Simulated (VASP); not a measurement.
# Mg2Si3N: single point with PBE

Crystal: Mg2Si3N.

```xyz
6
Lattice="3.2766 0.0000 0.0000 -1.6383 2.8376 0.0000 0.0000 0.0000 10.4370" Properties=species:S:1:pos:R:3 pbc="T T T"
Mg    1.6383    0.9459    9.3964
Mg    0.0000    1.8918    1.0405
Si    0.0000    1.8918    6.8829
Si    0.0000    0.0000    5.2185
Si    1.6383    0.9459    3.5541
N     0.0000    0.0000    0.0000
```

```
Program                : VASP 6.6.1
Task                   : single point
Functional             : PBE
Potentials or basis    : VASP PAW PBE potentials, release 64 (Mg, Si, N)
Cutoff                 : 600 eV
k mesh                 : 12 × 12 × 4
Occupations            : gaussian, width 0.1 eV
Spin                   : no spin polarisation
Dipole correction      : no
Further INCAR settings : ALGO = Normal; EDIFF = 1e-06; NBANDS = 20
```

```json
{
  "Pressure": "-4.1 GPa",
  "Largest force": "0.037 eV/Å",
  "Band gap on the k mesh": "zero (an odd number of electrons rules out a gap without spin polarisation)"
}
```

Forces in eV/Å, atoms in the order of the input:
```
Mg   0.000  0.000  0.037
Mg   0.000  0.000 -0.037
Si   0.000  0.000  0.001
Si   0.000  0.000  0.000
Si   0.000  0.000 -0.001
N    0.000  0.000  0.000
```

Stress tensor (GPa, compression positive):
```
-4.09  0.00  0.00
 0.00 -4.09  0.00
 0.00  0.00 -4.24
```

Levels at points of the mesh, in eV from the Fermi level:
```csv
k point,band 7,band 8,band 9,band 10,band 11,band 12,band 13,band 14,band 15,band 16
"(0.00, 0.00, 0.00)",-0.40,-0.40,1.16,2.73,2.73,3.82,3.82,5.58,5.96,6.34
"(0.50, 0.00, 0.00)",-2.04,-1.74,-1.21,-1.16,-0.30,0.48,2.31,2.32,3.04,4.69
"(0.00, 0.00, 0.50)",-0.40,-0.40,2.73,2.73,3.22,3.29,3.82,3.82,6.33,6.33
"(0.50, 0.00, 0.50)",-2.37,-2.23,-1.16,-0.40,-0.31,0.92,1.59,2.33,3.34,3.82
```

Run time: 5.7 min on 1 thread of Intel Xeon 8259CL, with other jobs on the host, peak memory 0.35 GiB.

Caveat: the cell stands under tension.
